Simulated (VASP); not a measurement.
# MgO (Fm-3m) in VASP: vibrations by perturbation theory with PBEsol

Aim: the vibrations by perturbation theory of MgO with PBEsol.

Everything below comes from runs of VASP 6.6.1. Logs are shortened: lines on timing, memory, paths and dates and some standing lists are left out, and cuts for length are marked.

## Step 1: The cell of the first run

The structure is cubic, space group Fm-3m (No. 225). The conventional cell has a = 4.215 Å, b = 4.215 Å, c = 4.215 Å, α = 90.00°, β = 90.00°, γ = 90.00°. Within 2.8 Å of Mg (site symmetry m-3m) lie 6 O at 2.11 Å. O (site symmetry m-3m) has 6 Mg at 2.11 Å within 2.8 Å.

## Step 2: Vibrations by perturbation theory, PBEsol

Contents of INCAR:

```
SYSTEM = MgO
PREC = Accurate
ENCUT = 600
EDIFF = 1E-8
ISMEAR = 0
SIGMA = 0.01
LREAL = .False.
LASPH = .True.
NELM = 120
ALGO = Normal
ISIF = 2
LWAVE = .False.
LCHARG = .True.
GGA = PS
IBRION = 8
NSW = 1
GGA_COMPAT = .False.
```

Contents of KPOINTS:

```
regular mesh
0
Gamma
  8 8 8
  0 0 0
```

Contents of POSCAR:

```
MgO
1.0
    0.0000000000      2.1074458598      2.1074458598
    2.1074458598      0.0000000000      2.1074458598
    2.1074458598      2.1074458598      0.0000000000
Mg O
1 1
Direct
    0.0000000000      0.0000000000      0.0000000000
    0.5000000000      0.5000000000      0.5000000000
```

Potentials or basis: VASP PAW PBE potentials, release 64 (Mg, O).

On the command line:

```sh
$ cat potpaw_PBE.64/Mg/POTCAR potpaw_PBE.64/O/POTCAR > POTCAR
$ mpirun -np 1 vasp_std > vasp.out
```

OUTCAR:

```text
SYSTEM = MgO
   PREC = Accurate
   ENCUT = 600
   EDIFF = 1E-8
   ISMEAR = 0
   LREAL = .False.
   LASPH = .True.
   NELM = 120
   ISIF = 2
   GGA = PS
   IBRION = 8
   NSW = 1

 ion  position               nearest neighbor table
   1  0.000  0.000  0.000-   2 2.11   2 2.11   2 2.11   2 2.11   2 2.11   2 2.11
   2  0.500  0.500  0.500-   1 2.11   1 2.11   1 2.11   1 2.11   1 2.11   1 2.11

  LATTYP: Found a face centered cubic cell.
 ALAT       =     4.2148917196

  Lattice vectors:

 A1 = (   0.0000000000,   2.1074458598,   2.1074458598)
 A2 = (   2.1074458598,   0.0000000000,   2.1074458598)
 A3 = (   2.1074458598,   2.1074458598,   0.0000000000)

Analysis of symmetry for initial positions (statically):
=====================================================================
 Subroutine PRICEL returns:
 Original cell was already a primitive cell.

 Routine SETGRP: Setting up the symmetry group for a
 face centered cubic supercell.

 Subroutine GETGRP returns: Found 48 space group operations
 (whereof 48 operations were pure point group operations)
 out of a pool of 48 trial point group operations.

The static configuration has the point symmetry O_h .

Analysis of symmetry for dynamics (positions and initial velocities):
=====================================================================
 Subroutine PRICEL returns:
 Original cell was already a primitive cell.

 Routine SETGRP: Setting up the symmetry group for a
 face centered cubic supercell.

 Subroutine GETGRP returns: Found 48 space group operations
 (whereof 48 operations were pure point group operations)
 out of a pool of 48 trial point group operations.

The dynamic configuration has the point symmetry O_h .

 Subroutine INISYM returns: Found 48 space group operations
 (whereof 48 operations are pure point group operations),
 and found     1 'primitive' translations

----------------------------------------------------------------------------------------

                                     Primitive cell

  volume of cell :      18.7197

  direct lattice vectors                    reciprocal lattice vectors
     0.000000000  2.107445860  2.107445860    -0.237254019  0.237254019  0.237254019
     2.107445860  0.000000000  2.107445860     0.237254019 -0.237254019  0.237254019
     2.107445860  2.107445860  0.000000000     0.237254019  0.237254019 -0.237254019

  length of vectors
     2.980378517  2.980378517  2.980378517     0.410936015  0.410936015  0.410936015

  position of ions in fractional coordinates (direct lattice)
     0.000000000  0.000000000  0.000000000
     0.500000000  0.500000000  0.500000000

  ion indices of the primitive-cell ions
   primitive index   ion index
                 1           1
                 2           2

----------------------------------------------------------------------------------------

 KPOINTS: regular mesh

Automatic generation of k-mesh.
 Grid dimensions read from file:
 generate k-points for:    8    8    8

 Generating k-lattice:

  Cartesian coordinates                     Fractional coordinates (reciprocal lattice)
    -0.029656752  0.029656752  0.029656752     0.125000000  0.000000000  0.000000000
     0.029656752 -0.029656752  0.029656752     0.000000000  0.125000000  0.000000000
     0.029656752  0.029656752 -0.029656752     0.000000000  0.000000000  0.125000000

  Length of vectors
     0.051367002  0.051367002  0.051367002

[... 79 lines left out ...]
   LHFCALC =     F    Hartree Fock is set to
   AEXX    =    0.0000 exact exchange contribution
   IVDW    =     0    specifies the selected vdW correction
   LEPSILON=     F    determine dielectric tensor
   LRPA    =     F    only Hartree local field effects (RPA)
 non-spin polarized calculation
 Gauss-broadening in eV      SIGMA  =   0.01
  energy-cutoff  :      600.00
  volume of cell :       18.72
 maximum number of plane-waves:       637
   NGX = 11   NGY = 11   NGZ = 11

--------------------------------------- Ionic step        1  -------------------------------------------

 number of electron       8.0000005 magnetization

 Free energy of the ion-electron system (eV)
  ---------------------------------------------------
  ext. energy  EPLUGINS =         0.00000000
  ---------------------------------------------------
  free energy    TOTEN  =       -12.51537405 eV

  energy without entropy =      -12.51537405  energy(sigma->0) =      -12.51537405

 E-fermi :   3.0997     XC(G=0): -11.3002

 val. band max:        3.0503472941   @ k =   0.0000   0.0000   0.0000
 cond. band min:       7.6665637159   @ k =   0.0000   0.0000   0.0000
 fundamental gap:      4.6162164217
 Fermi energy:         3.0997140128

 k-point     1 :       0.0000    0.0000    0.0000
  band No.  band energies     occupation
      1     -14.1442      2.00000
      2       3.0503      2.00000
      3       3.0503      2.00000
      4       3.0503      2.00000
      5       7.6666      0.00000
      6      18.6734      0.00000
      7      18.6734      0.00000
      8      18.6734      0.00000
[... 243 lines left out ...]
 k-point    24 :      -0.3750    0.2500    0.1250
  band No.  band energies     occupation
      1     -12.6818      2.00000
      2      -0.9994      2.00000
      3       1.0869      2.00000
      4       2.0520      2.00000
      5      12.5679      0.00000
      6      15.1110      0.00000
      7      16.4092      0.00000
      8      19.7976      0.00000

 [... further k-points ...]

------------------------ aborting loop because EDIFF is reached ----------------------------------------

  FORCE on cell =-STRESS in cart. coord.  units (eV):
  Direction    XX          YY          ZZ          XY          YZ          ZX
  --------------------------------------------------------------------------------------
  -------------------------------------------------------------------------------------
  Total       -0.0932396     -0.0932396     -0.0932396     -0.0000000      0.0000000     -0.0000000
  in kB       -7.9801590     -7.9801590     -7.9801590     -0.0000000      0.0000000     -0.0000000
  external PRESSURE =      -7.9801590 kB  Pullay stress =       0.0000000 kB

 VOLUME and BASIS-vectors are now :
 -----------------------------------------------------------------------------
  energy-cutoff  :      600.00
  volume of cell :       18.72
      direct lattice vectors                 reciprocal lattice vectors
     0.000000000  2.107445860  2.107445860    -0.237254019  0.237254019  0.237254019
     2.107445860  0.000000000  2.107445860     0.237254019 -0.237254019  0.237254019
     2.107445860  2.107445860  0.000000000     0.237254019  0.237254019 -0.237254019

 POSITION                                       TOTAL-FORCE (eV/Angst)
 -----------------------------------------------------------------------------------
      0.00000      0.00000      0.00000        -0.000000     -0.000000      0.000000
      2.10745      2.10745      2.10745         0.000000      0.000000      0.000000
 -----------------------------------------------------------------------------------
    total drift:                               -0.000000     -0.000000      0.000000

  FREE ENERGIE OF THE ION-ELECTRON SYSTEM (eV)
  ---------------------------------------------------
  free  energy   TOTEN  =       -12.5153740465 eV

  energy  without entropy=      -12.5153740465  energy(sigma->0) =      -12.51537405

[... ionic steps 2 to 3 ...]

--------------------------------------- Ionic step        4  -------------------------------------------

------------------------ aborting loop because EDIFF is reached ----------------------------------------

[... ionic steps 5 to 6 ...]

--------------------------------------- Ionic step        7  -------------------------------------------

 Free energy of the ion-electron system (eV)
  ---------------------------------------------------
  ---------------------------------------------------
  free energy    TOTEN  =        -0.35791722 eV

  energy without entropy =       -0.35791722

------------------------ aborting loop because EDIFF is reached ----------------------------------------

 INTERNAL STRAIN TENSOR  FOR ION    2  DIRECTION 1   (eV/Angst):
 -----------------------------------------------------------------------------
    -0.00536 -0.00000  0.00000
     0.00000  0.00706  0.00000
    -0.00000  0.00000  0.00706

 INTERNAL STRAIN TENSOR FOR ION    2 for displacements in x,y,z  (eV/Angst):
          X           Y           Z          XY          YZ          ZX
  --------------------------------------------------------------------------------
  x     0.00000     0.00000     0.00000     0.00000     0.00000     0.00000
  y     0.00000     0.00000     0.00000     0.00000     0.00000     0.00000
  z     0.00000     0.00000     0.00000     0.00000     0.00000     0.00000

 SECOND DERIVATIVES (NOT SYMMETRIZED)
 ------------------------------------
               1X          1Y          1Z          2X          2Y          2Z
  1X    -5.371540    0.000000    0.000000    5.371540    0.000000    0.000000
  1Y     0.000000   -5.371540    0.000000    0.000000    5.371540    0.000000
  1Z     0.000000    0.000000   -5.371540    0.000000    0.000000    5.371540
  2X     5.395931    0.000000    0.000000   -5.395931    0.000000    0.000000
  2Y     0.000000    5.395931    0.000000    0.000000   -5.395931    0.000000
  2Z     0.000000    0.000000    5.395931    0.000000    0.000000   -5.395931

 Eigenvectors and eigenvalues of the dynamical matrix
 ----------------------------------------------------

   1 f  =   11.680619 THz    73.391491 2PiTHz  389.623499 cm-1    48.307135 meV
             X         Y         Z           dx          dy          dz
      0.000000  0.000000  0.000000    -0.000000   -0.629197    0.000000
      2.107446  2.107446  2.107446     0.000000    0.777246    0.000000
[... 21 lines left out ...]
   6 f/i=    0.012940 THz     0.081302 2PiTHz    0.431617 cm-1     0.053514 meV
             X         Y         Z           dx          dy          dz
      0.000000  0.000000  0.000000     0.614238   -0.476258    0.000000
      2.107446  2.107446  2.107446     0.497239   -0.385542    0.000000

--------------------------------------------------------------------------------------------------------

 ELASTIC MODULI CONTR FROM IONIC RELAXATION (kBar)
 Direction    XX          YY          ZZ          XY          YZ          ZX
 --------------------------------------------------------------------------------
 XX           0.0000      0.0000      0.0000      0.0000      0.0000      0.0000
 YY           0.0000      0.0000      0.0000      0.0000      0.0000      0.0000
 ZZ           0.0000      0.0000      0.0000      0.0000      0.0000      0.0000
 XY           0.0000      0.0000      0.0000      0.0000      0.0000      0.0000
 YZ           0.0000      0.0000      0.0000      0.0000      0.0000      0.0000
 ZX           0.0000      0.0000      0.0000      0.0000      0.0000      0.0000
 --------------------------------------------------------------------------------
```

It took 35 s on 1 thread of Intel Xeon Platinum 8488C (Sapphire Rapids), shared host; peak memory 0.16 GiB.

What came out:

```
Highest phonon frequency at Γ, LO-TO splitting left out : 390 cm⁻¹
```

Phonon frequencies in cm⁻¹ (negative: imaginary):
```tsv
q point	frequencies
(0.000, 0.000, 0.000)	0 0 0 390 390 390
```

Caveat: the PAW data sets were made with another functional, which shifts forces and pressure a little.
